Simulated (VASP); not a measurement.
# Sr2Ti in VASP: relaxation of cell and atoms with LDA

Aim: the relaxation of cell and atoms of Sr2Ti with LDA.

Everything below comes from runs of VASP 6.6.1. Logs are shortened: lines on timing, memory, paths and dates and some standing lists are left out, and cuts for length are marked.

**1. The cell of the first run**

The typed cell holds 3 atoms: a = 3.814 Å, b = 3.814 Å, c = 6.448 Å, α = 90.00°, β = 90.00°, γ = 120.00°.

**2. Relaxation of cell and atoms, LDA**

INCAR

```
SYSTEM = Sr2Ti
ALGO = Normal ; EDIFF = 1E-6
EDIFFG = -0.03 ; ENCUT = 600
GGA = CA ; IBRION = 2
ISIF = 3 ; ISMEAR = -1
LASPH = .TRUE. ; LCHARG = .FALSE.
LREAL = .FALSE. ; LWAVE = .FALSE.
NELM = 100 ; NSW = 100
PREC = Accurate ; SIGMA = 0.1
```

KPOINTS

```
k-points
0
G
  10 10 5
  0 0 0
```

POSCAR

```
Sr2Ti
1.0
    3.8140509300      0.0000000000      0.0000000000
   -1.9070254700      3.3030669800      0.0000000000
    0.0000000000      0.0000000000      6.4477670600
Sr Ti
2 1
Direct
    0.3333000000      0.6667000000      0.2500000000
    0.6667000000      0.3333000000      0.7500000000
    0.0000000000      0.0000000000      0.0000000000
```

Potentials or basis: VASP PAW LDA potentials, release 64 (Sr_sv, Ti_sv).

Launch:

```sh
$ cat potpaw_LDA.64/Sr_sv/POTCAR potpaw_LDA.64/Ti_sv/POTCAR > POTCAR
$ mpirun -np 1 vasp_std > vasp.out
```

OUTCAR:

```text
SYSTEM = Sr2Ti
   EDIFF = 1E-6
   EDIFFG = -0.03
   ENCUT = 600
   GGA = CA
   IBRION = 2
   ISIF = 3
   ISMEAR = -1
   LASPH = .TRUE.
   LREAL = .FALSE.
   NELM = 100
   NSW = 100
   PREC = Accurate

 ion  position               nearest neighbor table
   1  0.333  0.667  0.250-   3 2.73   3 2.73   3 2.73   2 3.90   2 3.90   2 3.90   2 3.90   2 3.90
                             2 3.90
   2  0.667  0.333  0.750-   3 2.73   3 2.73   3 2.73   1 3.90   1 3.90   1 3.90   1 3.90   1 3.90
                             1 3.90
   3  0.000  0.000  0.000-   1 2.73   2 2.73   2 2.73   1 2.73   2 2.73   1 2.73

  LATTYP: Found a hexagonal cell.
 ALAT       =     3.8140509300
 C/A-ratio  =     1.6905298797

  Lattice vectors:

 A1 = (   3.8140509300,   0.0000000000,   0.0000000000)
 A2 = (  -1.9070254700,   3.3030669800,   0.0000000000)
 A3 = (   0.0000000000,   0.0000000000,   6.4477670600)

Analysis of symmetry for initial positions (statically):
=====================================================================
 Subroutine PRICEL returns:
 Original cell was already a primitive cell.

 Routine SETGRP: Setting up the symmetry group for a
 hexagonal supercell.

 Subroutine GETGRP returns: Found  4 space group operations
 (whereof  4 operations were pure point group operations)
 out of a pool of 24 trial point group operations.

The static configuration has the point symmetry C_2h.

Analysis of symmetry for dynamics (positions and initial velocities):
=====================================================================
 Subroutine PRICEL returns:
 Original cell was already a primitive cell.

 Routine SETGRP: Setting up the symmetry group for a
 hexagonal supercell.

 Subroutine GETGRP returns: Found  4 space group operations
 (whereof  4 operations were pure point group operations)
 out of a pool of 24 trial point group operations.

The dynamic configuration has the point symmetry C_2h.

 Subroutine INISYM returns: Found  4 space group operations
 (whereof  4 operations are pure point group operations),
 and found     1 'primitive' translations

----------------------------------------------------------------------------------------

                                     Primitive cell

  volume of cell :      81.2294

  direct lattice vectors                    reciprocal lattice vectors
     3.814050930  0.000000000  0.000000000     0.262188423  0.151374466  0.000000000
    -1.907025470  3.303066980  0.000000000     0.000000000  0.302748932  0.000000000
     0.000000000  0.000000000  6.447767060     0.000000000  0.000000000  0.155092451

  length of vectors
     3.814050930  3.814052650  6.447767060     0.302749068  0.302748932  0.155092451

  position of ions in fractional coordinates (direct lattice)
     0.333300000  0.666700000  0.250000000
     0.666700000  0.333300000  0.750000000
     0.000000000  0.000000000  0.000000000

  ion indices of the primitive-cell ions
   primitive index   ion index
                 1           1
                 2           2
                 3           3

----------------------------------------------------------------------------------------

 KPOINTS: k-points

Automatic generation of k-mesh.
 Grid dimensions read from file:
 generate k-points for:   10   10    5

 Generating k-lattice:

  Cartesian coordinates                     Fractional coordinates (reciprocal lattice)
     0.026218842  0.015137447  0.000000000     0.100000000 -0.000000000  0.000000000
     0.000000000  0.030274893  0.000000000     0.000000000  0.100000000  0.000000000
     0.000000000  0.000000000  0.031018490     0.000000000  0.000000000  0.200000000

  Length of vectors
     0.030274907  0.030274893  0.031018490

  Shift w.r.t. Gamma in fractional coordinates (k-lattice)
     0.000000000  0.000000000  0.000000000

 Subroutine IBZKPT returns following result:
 ===========================================

 Found    141 irreducible k-points:

 Following reciprocal coordinates:
            Coordinates               Weight
  0.000000  0.000000  0.000000      1.000000
  0.100000  0.000000  0.000000      4.000000
 -0.100000  0.100000  0.000000      2.000000
  0.200000  0.000000  0.000000      4.000000
 -0.200000  0.200000  0.000000      2.000000
  0.300000  0.000000  0.000000      4.000000
[... 16 lines left out ...]
  0.200000  0.200000  0.000000      2.000000
 -0.200000  0.400000  0.000000      4.000000
 [... further k-points ...]
   k-points           NKPTS =    141   k-points in BZ     NKDIM =    141   number of bands    NBANDS=     20
   number of dos      NEDOS =    301   number of ions     NIONS =      3
   total plane-waves  NPLWV =  48600
   dimension x,y,z NGX =    30 NGY =   30 NGZ =   54
   dimension x,y,z NGXF=    60 NGYF=   60 NGZF=  108
   ions per type =               2   1
   NGX,Y,Z   is equivalent  to a cutoff of  13.08, 13.08, 13.92 a.u.
   NGXF,Y,Z  is equivalent  to a cutoff of  26.15, 26.15, 27.85 a.u.
 SYSTEM =  Sr2Ti
   PREC   = accura    normal or accurate (medium, high low for compatibility)
   ISTART =      0    job   : 0-new  1-cont  2-samecut
   ICHARG =      2    charge: 1-file 2-atom 10-const
   ISPIN  =      1    spin polarized calculation?
   LNONCOLLINEAR =      F non collinear calculations
   LSORBIT =      F    spin-orbit coupling
   LASPH  =      T    aspherical Exc in radial PAW
   ENCUT  =  600.0 eV  44.10 Ry    6.64 a.u.   7.62  7.62 12.88*2*pi/ulx,y,z
   NELM   =    100;   NELMIN=  2; NELMDL= -5     # of ELM steps
   EDIFF  = 0.1E-05   stopping-criterion for ELM
   LREAL  =      F    real-space projection
   EDIFFG = -.3E-01   stopping-criterion for IOM
   NSW    =    100    number of steps for IOM
   IBRION =      2    ionic relax: 0-MD 1-quasi-New 2-CG
   NFREE  =      1    steps in history (QN), initial steepest desc. (CG)
   ISIF   =      3    stress and relaxation
   ISYM   =      2    0-nonsym 1-usesym 2-fastsym
   POTIM  = 0.5000    time-step for ionic-motion
   TEBEG  =    0.0;   TEEND  =   0.0 temperature during run
   PSTRESS=    0.0 pullay stress
   NELECT =      32.0000    total number of electrons
   NUPDOWN=      -1.0000    fix difference up-down
   EMIN   =  10.00;   EMAX   =-10.00  energy-range for DOS
   EFERMI =   0.00;   METHOD = LEGACY
   ISMEAR =    -1;   SIGMA  =   0.10  broadening in eV -4-tet -1-fermi 0-gaus
   EFERMI_NEDOS =   21; number of points for ismear=-14 and -15
   IALGO  =     38    algorithm
   IMIX   =      4    mixing-type and parameters
     AMIX     =   0.40;   BMIX     =  1.00
     AMIX_MAG =   1.60;   BMIX_MAG =  1.00
  volume/ion in A,a.u.               =      27.08       182.72
  Fermi-wavevector in a.u.,A,eV,Ry     =   1.200108  2.267876 19.595924  1.440260
  Thomas-Fermi vector in A             =   2.335953
   LORBIT       =      0    0 simple, 1 ext, 2 COOP (PROOUT), +10 PAW based schemes
   GGA     = CA    functional components
   LHFCALC =     F    Hartree Fock is set to
   AEXX    =    0.0000 exact exchange contribution
   IVDW    =     0    specifies the selected vdW correction
   LEPSILON=     F    determine dielectric tensor
   LRPA    =     F    only Hartree local field effects (RPA)
 conjugate gradient relaxation of ions
 non-spin polarized calculation
  energy-cutoff  :      600.00
  volume of cell :       81.23
 maximum number of plane-waves:      2744
   NGX = 15   NGY = 15   NGZ = 25

--------------------------------------- Ionic step        1  -------------------------------------------

 number of electron      31.9999997 magnetization

 Free energy of the ion-electron system (eV)
  ---------------------------------------------------
  ext. energy  EPLUGINS =         0.00000000
  ---------------------------------------------------
  free energy    TOTEN  =        -8.33312621 eV

  energy without entropy =       -8.15399988  energy(sigma->0) =       -8.24356305

 E-fermi :   4.2317     XC(G=0):  -9.8302

 val. band max:        4.2217414900   @ k =   0.1000  -0.1000   0.4000
 cond. band min:       4.2357792801   @ k =  -0.3000  -0.1000   0.2000
 fundamental gap:      0.0140377901
 Fermi energy:         4.2316781738

 k-point     1 :       0.0000    0.0000    0.0000
  band No.  band energies     occupation
      1     -51.7243      2.00000
      2     -30.8148      2.00000
      3     -30.7950      2.00000
      4     -28.4479      2.00000
      5     -28.4479      2.00000
      6     -28.4282      2.00000
[... 541 lines left out ...]
     19       5.2496      0.00008
     20       5.7244      0.00000

 [... further k-points ...]

------------------------ aborting loop because EDIFF is reached ----------------------------------------

  FORCE on cell =-STRESS in cart. coord.  units (eV):
  Direction    XX          YY          ZZ          XY          YZ          ZX
  --------------------------------------------------------------------------------------
  -------------------------------------------------------------------------------------
  Total        4.5616662      4.5604284      8.0429663     -0.0010767     -0.0005953      0.0010310
  in kB       89.9747983     89.9503835    158.6403369     -0.0212375     -0.0117409      0.0203362
  external PRESSURE =     112.8551729 kB  Pullay stress =       0.0000000 kB
[... 92 lines left out ...]
  FREE ENERGIE OF THE ION-ELECTRON SYSTEM (eV)
  ---------------------------------------------------
  free  energy   TOTEN  =        -9.6553914906 eV

  energy  without entropy=       -9.4249739402  energy(sigma->0) =       -9.54018272

[... ionic steps 4 to 10 ...]

--------------------------------------- Ionic step       11  -------------------------------------------

 number of electron      32.0000002 magnetization

------------------------ aborting loop because EDIFF is reached ----------------------------------------
[... 69 lines left out ...]
--------------------------------------- Ionic step       13  -------------------------------------------

 number of electron      31.9999998 magnetization

 Free energy of the ion-electron system (eV)
  ---------------------------------------------------
  ext. energy  EPLUGINS =         0.00000000
  ---------------------------------------------------
  free energy    TOTEN  =       -10.35071808 eV

  energy without entropy =      -10.19164061  energy(sigma->0) =      -10.27117935

 E-fermi :   3.3433     XC(G=0):  -9.2734

 val. band max:        3.3373923741   @ k =   0.4000  -0.4000   0.2000
 cond. band min:       3.3479169518   @ k =   0.2000   0.0000   0.4000
 fundamental gap:      0.0105245777
 Fermi energy:         3.3433396759

 k-point     1 :       0.0000    0.0000    0.0000
  band No.  band energies     occupation
      1     -53.1163      2.00000
      2     -32.0443      2.00000
      3     -32.0344      2.00000
      4     -29.7321      2.00000
      5     -29.7321      2.00000
      6     -29.6979      2.00000
[... 541 lines left out ...]
     19       4.1685      0.00052
     20       4.7061      0.00000

 [... further k-points ...]

------------------------ aborting loop because EDIFF is reached ----------------------------------------

  FORCE on cell =-STRESS in cart. coord.  units (eV):
  Direction    XX          YY          ZZ          XY          YZ          ZX
  --------------------------------------------------------------------------------------
  -------------------------------------------------------------------------------------
  Total       -0.0667373     -0.0667163     -0.0174003      0.0000183     -0.0000297      0.0000515
  in kB       -1.1062301     -1.1058810     -0.2884255      0.0003033     -0.0004926      0.0008537
  external PRESSURE =      -0.8335122 kB  Pullay stress =       0.0000000 kB
[... 18 lines left out ...]
  FREE ENERGIE OF THE ION-ELECTRON SYSTEM (eV)
  ---------------------------------------------------
  free  energy   TOTEN  =       -10.3507180782 eV

  energy  without entropy=      -10.1916406132  energy(sigma->0) =      -10.27117935

 reached required accuracy - stopping structural energy minimisation
```

Wall time 55 min (1 thread of Intel Xeon Platinum 8259CL at 2.50GHz (Skylake/Cascade Lake), shared host); peak memory 0.42 GiB.

Results:

- Free energy: -10.3507 eV
- Relaxed volume: 32.22 Å³/atom
- Relaxed cell: a = 3.591 Å, b = 3.591 Å, c = 8.654 Å, α = 90.00°, β = 90.00°, γ = 120.00°
- Space group after relaxing (to 0.05 Å): P-3m1 (No. 164)
- Energy gained by relaxing: 672.5 meV/atom
- Ionic steps: 13
- Pressure after relaxing: -0.1 GPa
- Largest force after relaxing: 0.003 eV/Å
- Band gap on the k mesh: zero (band 16 reaches 3.95 eV, above the bottom of band 17 at 3.17 eV)

Forces on the atoms (eV/Å):
```
Sr   0.000  0.000  0.003
Sr   0.000  0.000 -0.003
Ti   0.000  0.000  0.000
```

Stress tensor (GPa, compression positive):
```
-0.11  0.00  0.00
 0.00 -0.11  0.00
 0.00  0.00 -0.03
```

Step by step:
```tsv
step	energy change (eV)	largest force (eV/Å)	pressure (GPa)	volume (Å³)
1	0.0000	2.3110	11.29	81.23
2	-1.2636	0.7164	0.67	105.69
3	-1.3223	0.3726	-1.26	114.70
4	-1.5326	0.3285	-1.49	112.66
5	-1.9697	0.0391	-1.57	104.68
6	-1.9834	0.0228	-1.38	102.60
7	-1.9828	0.0006	-1.43	103.40
8	-2.0106	0.1373	0.49	95.15
9	-2.0132	0.1054	0.02	96.90
10	-2.0154	0.0833	0.01	96.75
11	-2.0168	0.0317	0.02	96.43
12	-2.0169	0.0420	0.04	96.49
13	-2.0176	0.0032	-0.08	96.66
```

Final structure:
```
CELL_PARAMETERS angstrom
3.59122 -0.00001 0.00006
-1.79562 3.11008 -0.00006
0.00005 -0.00003 8.65407
ATOMIC_POSITIONS crystal
Sr 0.33331 0.66669 0.29407
Sr 0.66669 0.33331 0.70593
Ti 0.00000 0.00000 0.00000
```

Caveat: the volume moved by over 15 % at a fixed basis, so the end points are rough.
